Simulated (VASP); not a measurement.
# Ru16Cl in VASP: relaxation of the atoms with PBE

Aim: the relaxation of the atoms of Ru16Cl with PBE.

All numbers are computed with VASP 6.6.1; they aren't measurements. Logs are shortened: lines on timing, memory, paths and dates and some standing lists are left out, and cuts for length are marked.

## Step 1: The cell of the first run

The cell holds a slab with vacuum, 17 atoms: a = 5.440 Å, b = 5.440 Å, c = 21.866 Å, α = 90.00°, β = 90.00°, γ = 120.00°.

## Step 2: Relaxation of the atoms, PBE

Input file INCAR:

```
ALGO = Normal ; DIPOL = 0.5 0.5 0.343
EDIFF = 1E-7 ; EDIFFG = -0.025
ENCUT = 450 ; GGA = PE
GGA_COMPAT = False ; IBRION = 2
IDIPOL = 3 ; ISIF = 2
ISMEAR = 0 ; KPAR = 4
LASPH = True ; LCHARG = False
LDIPOL = True ; LREAL = False
LWAVE = False ; NELM = 120
NELMDL = -8 ; NELMIN = 4
NSW = 36 ; PREC = Accurate
SIGMA = 0.1
```

Input file KPOINTS:

```
k-points
0
Gamma
  6 6 1
```

Input file POSCAR:

```
Ru16Cl
1.0
    5.4395954924      0.0000000000      0.0000000000
   -2.7197977462      4.7108278828      0.0000000000
    0.0000000000      0.0000000000     21.8663388894
Ru Cl
16 1
Selective dynamics
Direct
    0.3333333333      0.1666666667      0.1829295713  F F F
    0.3333333333      0.6666666667      0.1829295713  F F F
    0.8333333333      0.1666666667      0.1829295713  F F F
    0.8333333333      0.6666666667      0.1829295713  F F F
    0.1666666667      0.3333333333      0.2811778374  F F F
    0.1666666667      0.8333333333      0.2811778374  F F F
    0.6666666667      0.3333333333      0.2811778374  F F F
    0.6666666667      0.8333333333      0.2811778374  F F F
    0.3333333333      0.1666666667      0.3790816287  F F F
    0.3333333333      0.6666666667      0.3790816287  F F F
    0.8333333333      0.1666666667      0.3790816287  F F F
    0.8333333333      0.6666666667      0.3790816287  F F F
    0.1666666667      0.3333333333      0.4740774824  F F F
    0.1666666667      0.8333333333      0.4740774824  F F F
    0.6666666667      0.3333333333      0.4740774824  F F F
    0.6666666667      0.8333333333      0.4740774824  F F F
    0.5000000000      0.5000000000      0.5537472274  F F T
```

Potentials or basis: VASP PAW PBE potentials, release 64 (Ru_pv, Cl).

Launch:

```
> cat potpaw_PBE.64/Ru_pv/POTCAR potpaw_PBE.64/Cl/POTCAR > POTCAR
> mpirun -np 4 vasp_std > vasp.out
```

OUTCAR:

```text
EDIFF = 1E-7
   EDIFFG = -0.025
   ENCUT = 450
   GGA = PE
   IBRION = 2
   ISIF = 2
   ISMEAR = 0
   LASPH = True
   LREAL = False
   NELM = 120
   NELMDL = -8
   NELMIN = 4
   NSW = 36
   PREC = Accurate

 ion  position               nearest neighbor table
   1  0.333  0.167  0.183-   5 2.66   7 2.66   6 2.66   3 2.72   3 2.72   2 2.72   2 2.72   4 2.72
                             4 2.72
   2  0.333  0.667  0.183-   6 2.66   8 2.66   5 2.66   4 2.72   4 2.72   3 2.72   1 2.72   1 2.72
                             3 2.72
   3  0.833  0.167  0.183-   7 2.66   5 2.66   8 2.66   1 2.72   1 2.72   2 2.72   4 2.72   4 2.72
                             2 2.72
   4  0.833  0.667  0.183-   8 2.66   6 2.66   7 2.66   2 2.72   2 2.72   1 2.72   3 2.72   3 2.72
                             1 2.72
   5  0.167  0.333  0.281-   9 2.65  11 2.65  10 2.65   1 2.66   3 2.66   2 2.66   7 2.72   7 2.72
                             6 2.72   6 2.72   8 2.72   8 2.72
   6  0.167  0.833  0.281-  10 2.65  12 2.65   9 2.65   2 2.66   4 2.66   1 2.66   8 2.72   8 2.72
                             7 2.72   5 2.72   5 2.72   7 2.72
   7  0.667  0.333  0.281-  11 2.65   9 2.65  12 2.65   3 2.66   1 2.66   4 2.66   5 2.72   5 2.72
                             6 2.72   8 2.72   8 2.72   6 2.72
   8  0.667  0.833  0.281-  12 2.65  10 2.65  11 2.65   4 2.66   2 2.66   3 2.66   6 2.72   6 2.72
                             5 2.72   7 2.72   7 2.72   5 2.72
   9  0.333  0.167  0.379-  13 2.60  15 2.60  14 2.60   5 2.65   7 2.65   6 2.65  11 2.72  11 2.72
                            10 2.72  10 2.72  12 2.72  12 2.72
  10  0.333  0.667  0.379-  14 2.60  16 2.60  13 2.60   6 2.65   8 2.65   5 2.65  12 2.72  12 2.72
                            11 2.72   9 2.72   9 2.72  11 2.72
  11  0.833  0.167  0.379-  15 2.60  13 2.60  16 2.60   7 2.65   5 2.65   8 2.65   9 2.72   9 2.72
                            10 2.72  12 2.72  12 2.72  10 2.72
  12  0.833  0.667  0.379-  16 2.60  14 2.60  15 2.60   8 2.65   6 2.65   7 2.65  10 2.72  10 2.72
                             9 2.72  11 2.72  11 2.72   9 2.72
  13  0.167  0.333  0.474-  17 2.35   9 2.60  11 2.60  10 2.60  15 2.72  15 2.72  14 2.72  14 2.72
                            16 2.72  16 2.72
  14  0.167  0.833  0.474-  10 2.60  12 2.60   9 2.60  16 2.72  16 2.72  13 2.72  13 2.72  15 2.72
                            15 2.72
  15  0.667  0.333  0.474-  17 2.35  11 2.60   9 2.60  12 2.60  13 2.72  13 2.72  14 2.72  16 2.72
                            16 2.72  14 2.72
  16  0.667  0.833  0.474-  17 2.35  12 2.60  10 2.60  11 2.60  14 2.72  14 2.72  13 2.72  15 2.72
                            15 2.72  13 2.72
  17  0.500  0.500  0.554-  13 2.35  16 2.35  15 2.35

  LATTYP: Found a hexagonal cell.
 ALAT       =     5.4395954924
 C/A-ratio  =     4.0198464978

  Lattice vectors:

 A1 = (   5.4395954924,   0.0000000000,   0.0000000000)
 A2 = (  -2.7197977462,   4.7108278828,   0.0000000000)
 A3 = (   0.0000000000,   0.0000000000,  21.8663388894)

Analysis of symmetry for initial positions (statically):
=====================================================================
 Subroutine PRICEL returns:
 Original cell was already a primitive cell.

 Routine SETGRP: Setting up the symmetry group for a
 hexagonal supercell.

 Subroutine GETGRP returns: Found  6 space group operations
 (whereof  2 operations were pure point group operations)
 out of a pool of 24 trial point group operations.

The static configuration has the point symmetry C_1h.
 The point group associated with its full space group is C_3v.

Analysis of symmetry for dynamics (positions and initial velocities):
=====================================================================
 Subroutine PRICEL returns:
 Original cell was already a primitive cell.

 Routine SETGRP: Setting up the symmetry group for a
 hexagonal supercell.

 Subroutine GETGRP returns: Found  6 space group operations
 (whereof  2 operations were pure point group operations)
 out of a pool of 24 trial point group operations.

The dynamic configuration has the point symmetry C_1h.
 The point group associated with its full space group is C_3v.

Analysis of constrained symmetry for selective dynamics:
=====================================================================
 Subroutine PRICEL returns:
 Original cell was already a primitive cell.

 Routine SETGRP: Setting up the symmetry group for a
 hexagonal supercell.

 Subroutine GETGRP returns: Found  6 space group operations
 (whereof  2 operations were pure point group operations)
 out of a pool of 24 trial point group operations.

The constrained configuration has the point symmetry C_1h.
 The point group associated with its full space group is C_3v.

 Subroutine INISYM returns: Found  6 space group operations
 (whereof  2 operations are pure point group operations),
 and found     1 'primitive' translations

----------------------------------------------------------------------------------------

                                     Primitive cell

  volume of cell :     560.3249

[... 32 lines left out ...]
                 4           4
                 5           5
                 6           6
[... 9 lines left out ...]
                16          16
                17          17

----------------------------------------------------------------------------------------

 KPOINTS: k-points

Automatic generation of k-mesh.
 Grid dimensions read from file:
 generate k-points for:    6    6    1

 Generating k-lattice:

  Cartesian coordinates                     Fractional coordinates (reciprocal lattice)
     0.030639533  0.017689743  0.000000000     0.166666667  0.000000000  0.000000000
     0.000000000  0.035379485  0.000000000     0.000000000  0.166666667  0.000000000
     0.000000000  0.000000000  0.045732393     0.000000000  0.000000000  1.000000000

  Length of vectors
     0.035379485  0.035379485  0.045732393

  Shift w.r.t. Gamma in fractional coordinates (k-lattice)
     0.000000000  0.000000000  0.000000000

 Subroutine IBZKPT returns following result:
 ===========================================

 Found      7 irreducible k-points:

 Following reciprocal coordinates:
            Coordinates               Weight
  0.000000  0.000000  0.000000      1.000000
  0.166667  0.000000  0.000000      6.000000
  0.333333 -0.000000  0.000000      6.000000
  0.500000  0.000000  0.000000      3.000000
  0.166667  0.166667  0.000000      6.000000
  0.333333  0.166667  0.000000     12.000000
  0.333333  0.333333  0.000000      2.000000
   k-points           NKPTS =      7   k-points in BZ     NKDIM =      7   number of bands    NBANDS=    138
   number of dos      NEDOS =    301   number of ions     NIONS =     17
   total plane-waves  NPLWV = 256000
   dimension x,y,z NGX =    40 NGY =   40 NGZ =  160
   dimension x,y,z NGXF=    80 NGYF=   80 NGZF=  320
   ions per type =              16   1
   NGX,Y,Z   is equivalent  to a cutoff of  12.22, 12.22, 12.16 a.u.
   NGXF,Y,Z  is equivalent  to a cutoff of  24.45, 24.45, 24.33 a.u.
 SYSTEM =  unknown system
   PREC   = accura    normal or accurate (medium, high low for compatibility)
   ISTART =      0    job   : 0-new  1-cont  2-samecut
   ICHARG =      2    charge: 1-file 2-atom 10-const
   ISPIN  =      1    spin polarized calculation?
   LNONCOLLINEAR =      F non collinear calculations
   LSORBIT =      F    spin-orbit coupling
   LASPH  =      T    aspherical Exc in radial PAW
   ENCUT  =  450.0 eV  33.07 Ry    5.75 a.u.   9.41  9.41 37.82*2*pi/ulx,y,z
   NELM   =    120;   NELMIN=  4; NELMDL= -8     # of ELM steps
   EDIFF  = 0.1E-06   stopping-criterion for ELM
   LREAL  =      F    real-space projection
   EDIFFG = -.3E-01   stopping-criterion for IOM
   NSW    =     36    number of steps for IOM
   IBRION =      2    ionic relax: 0-MD 1-quasi-New 2-CG
   NFREE  =      1    steps in history (QN), initial steepest desc. (CG)
   ISIF   =      2    stress and relaxation
   ISYM   =      2    0-nonsym 1-usesym 2-fastsym
   POTIM  = 0.5000    time-step for ionic-motion
   TEBEG  =    0.0;   TEEND  =   0.0 temperature during run
   PSTRESS=    0.0 pullay stress
   NELECT =     231.0000    total number of electrons
   NUPDOWN=      -1.0000    fix difference up-down
   EMIN   =  10.00;   EMAX   =-10.00  energy-range for DOS
   EFERMI =   0.00;   METHOD = LEGACY
   ISMEAR =     0;   SIGMA  =   0.10  broadening in eV -4-tet -1-fermi 0-gaus
   EFERMI_NEDOS =   21; number of points for ismear=-14 and -15
   IALGO  =     38    algorithm
   IMIX   =      4    mixing-type and parameters
     AMIX     =   0.40;   BMIX     =  1.00
     AMIX_MAG =   1.60;   BMIX_MAG =  1.00
  volume/ion in A,a.u.               =      32.96       222.43
  Fermi-wavevector in a.u.,A,eV,Ry     =   1.218425  2.302490 20.198663  1.484560
  Thomas-Fermi vector in A             =   2.353712
   LORBIT       =      0    0 simple, 1 ext, 2 COOP (PROOUT), +10 PAW based schemes
   GGA     = PE    functional components
   LHFCALC =     F    Hartree Fock is set to
   AEXX    =    0.0000 exact exchange contribution
   IVDW    =     0    specifies the selected vdW correction
   LEPSILON=     F    determine dielectric tensor
   LRPA    =     F    only Hartree local field effects (RPA)
 conjugate gradient relaxation of ions
 non-spin polarized calculation
 Gauss-broadening in eV      SIGMA  =   0.10
  energy-cutoff  :      450.00
  volume of cell :      560.32
 maximum number of plane-waves:     12192
 NGX is ok and might be reduce to    40
   NGX = 19   NGY = 19   NGZ = 75

 dipolmoment           0.000000      0.000000      0.100600 electrons x Angstroem

--------------------------------------- Ionic step        1  -------------------------------------------

 number of electron     231.0000039 magnetization

 Free energy of the ion-electron system (eV)
  ---------------------------------------------------
  ext. energy  EPLUGINS =         0.00000000
  ---------------------------------------------------
  free energy    TOTEN  =      -143.11989881 eV

  energy without entropy =     -143.01380094  energy(sigma->0) =     -143.06684988

------------------------ aborting loop because EDIFF is reached ----------------------------------------

  FORCE on cell =-STRESS in cart. coord.  units (eV):
  Direction    XX          YY          ZZ          XY          YZ          ZX
  --------------------------------------------------------------------------------------
  -------------------------------------------------------------------------------------
  Total       -8.8345415     -8.8345415     -1.4745317     -0.0000000      0.0000000     -0.0000000
  in kB      -25.2612409    -25.2612409     -4.2162348     -0.0000000      0.0000000     -0.0000000
  external PRESSURE =     -18.2462389 kB  Pullay stress =       0.0000000 kB
[... 140 lines left out ...]
--------------------------------------- Ionic step        4  -------------------------------------------

 number of electron     231.0000040 magnetization

 dipolmoment           0.000000      0.000000     -0.032428 electrons x Angstroem

 Free energy of the ion-electron system (eV)
  ---------------------------------------------------
  ext. energy  EPLUGINS =         0.00000000
  ---------------------------------------------------
  free energy    TOTEN  =      -143.28615805 eV

  energy without entropy =     -143.17714597  energy(sigma->0) =     -143.23165201

 E-fermi :   2.3893     XC(G=0):  -6.7016

 val. band max:        2.3806339600   @ k =   0.1667   0.0000   0.0000
 cond. band min:       2.3934396106   @ k =   0.1667   0.1667   0.0000
 fundamental gap:      0.0128056505
 Fermi energy:         2.3893468660

 k-point     1 :       0.0000    0.0000    0.0000
  band No.  band energies     occupation
      1     -41.2625      2.00000
      2     -41.2518      2.00000
      3     -41.2508      2.00000
      4     -41.2508      2.00000
      5     -41.1874      2.00000
      6     -41.1874      2.00000
[... 899 lines left out ...]
    126       3.1729      0.00000
    127       3.1860      0.00000
 [bands above 127 left out]

------------------------ aborting loop because EDIFF is reached ----------------------------------------

 vacuum level on the upper side and lower side of the slab       (xc-potential included)        -0.120         0.104

  FORCE on cell =-STRESS in cart. coord.  units (eV):
  Direction    XX          YY          ZZ          XY          YZ          ZX
  --------------------------------------------------------------------------------------
  -------------------------------------------------------------------------------------
  Total      -10.2471200    -10.2471200     -5.9026782     -0.0000000      0.0000000      0.0000000
  in kB      -29.3003283    -29.3003283    -16.8779530     -0.0000000      0.0000000      0.0000000
  external PRESSURE =     -25.1595365 kB  Pullay stress =       0.0000000 kB
[... 32 lines left out ...]
  FREE ENERGIE OF THE ION-ELECTRON SYSTEM (eV)
  ---------------------------------------------------
  free  energy   TOTEN  =      -143.2861580472 eV

  energy  without entropy=     -143.1771459684  energy(sigma->0) =     -143.23165201

 reached required accuracy - stopping structural energy minimisation

 vacuum level on the upper side and lower side of the slab         7.150         7.383
```

Wall time 20 min (4 MPI ranks of Intel Xeon Platinum 8488C (Sapphire Rapids), shared host); peak memory 0.8 GiB.

Results:

```yaml
Free_energy: -143.2862 eV
Energy_gained_by_relaxing: 9.8 meV/atom
Ionic_steps: 4
Band_gap_on_the_k_mesh: zero (an odd number of electrons rules out a gap without spin polarisation)
```

Step by step:
```
step  energy change (eV)  largest force on free atoms (eV/Å)  pressure (GPa)
   1              0.0000                              1.8850           -1.82
   2             -0.1236                              0.8751           -2.19
   3             -0.1662                              0.0352           -2.53
   4             -0.1663                              0.0046           -2.52
```

Final structure:
```
Ru Cl
1.0
     5.43960    0.00000    0.00000
    -2.71980    4.71083    0.00000
     0.00000    0.00000   21.86634
Ru Cl
16 1
Direct
  0.33333 0.16667 0.18293
  0.33333 0.66667 0.18293
  0.83333 0.16667 0.18293
  0.83333 0.66667 0.18293
  0.16667 0.33333 0.28118
  0.16667 0.83333 0.28118
  0.66667 0.33333 0.28118
  0.66667 0.83333 0.28118
  0.33333 0.16667 0.37908
  0.33333 0.66667 0.37908
  0.83333 0.16667 0.37908
  0.83333 0.66667 0.37908
  0.16667 0.33333 0.47408
  0.16667 0.83333 0.47408
  0.66667 0.33333 0.47408
  0.66667 0.83333 0.47408
  0.50000 0.50000 0.56261
```

Caveat: an odd number of electrons without spin polarisation forces a metal; a magnetic or distorted state may lie lower.
